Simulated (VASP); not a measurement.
**Mg: single point with PBEsol**

The system is Mg.

```
CELL_PARAMETERS angstrom
3.20927 0.00000 0.00000
-1.60464 2.77931 0.00000
0.00000 0.00000 5.21033
ATOMIC_POSITIONS crystal
Mg 0.15264 0.58571 0.25000
Mg 0.66667 0.33333 0.75000
```

This cell differs from its parent crystal: atom 1 (Mg) moved by (-0.450, -0.225) A along x and y.

```yaml
Program: VASP 6.6.1
Task: single point
Functional: PBEsol
Potentials_or_basis: VASP PAW PBE potentials, release 64 (Mg)
Cutoff: 520 eV
k_mesh: 18 × 18 × 10
Occupations: gaussian, width 0.15 eV
Spin: no spin polarisation
Dipole_correction: no
Further_INCAR_settings: ALGO = Fast; EDIFF = 1e-06; NBANDS = 9
```

```json
{"Pressure": "-0.5 GPa", "Largest force": "0.448 eV/Å", "Band gap on the k mesh": "zero (bands 2 and 3 overlap by 2.19 eV)"}
```

Forces on the atoms (eV/Å):
```
Mg   0.387  0.226  0.000
Mg  -0.387 -0.226  0.000
```

Stress tensor (GPa, compression positive):
```
-0.88  0.87  0.00
 0.87 -1.69  0.00
 0.00  0.00  1.06
```

Levels at points of the mesh, in eV from the Fermi level:
```tsv
k point	band 1	band 2	band 3	band 4	band 5	band 6	band 7
(0.00, 0.00, 0.00)	-6.87	-1.67	-1.22	10.67	10.90	10.90	11.03
(0.50, 0.00, 0.00)	-2.12	-2.11	2.71	2.89	3.44	3.65	6.83
(0.00, 0.50, 0.00)	-2.11	-2.11	2.51	3.09	3.13	3.79	6.88
(0.50, 0.50, 0.00)	-2.11	-2.11	2.50	3.06	3.15	3.80	6.87
(0.00, 0.00, 0.50)	-5.49	-5.49	4.97	4.97	11.55	11.55	11.87
(0.50, 0.00, 0.50)	-1.13	-1.13	-0.38	-0.38	7.78	7.78	7.99
(0.00, 0.50, 0.50)	-1.03	-1.03	-0.50	-0.50	7.75	7.75	8.22
(0.50, 0.50, 0.50)	-1.02	-1.02	-0.52	-0.52	7.76	7.76	8.22
```

Run time: 2.7 min on 1 thread of Intel(R) Xeon(R) Platinum 8259CL CPU @ 2.50GHz (Skylake/Cascade Lake), with other jobs on the host, peak memory 0.48 GiB.

Caveat: the cell differs from its parent crystal (atom 1 (Mg) moved by (-0.450, -0.225) A along x and y); the PAW data sets were made with another functional, which shifts forces and pressure a little.
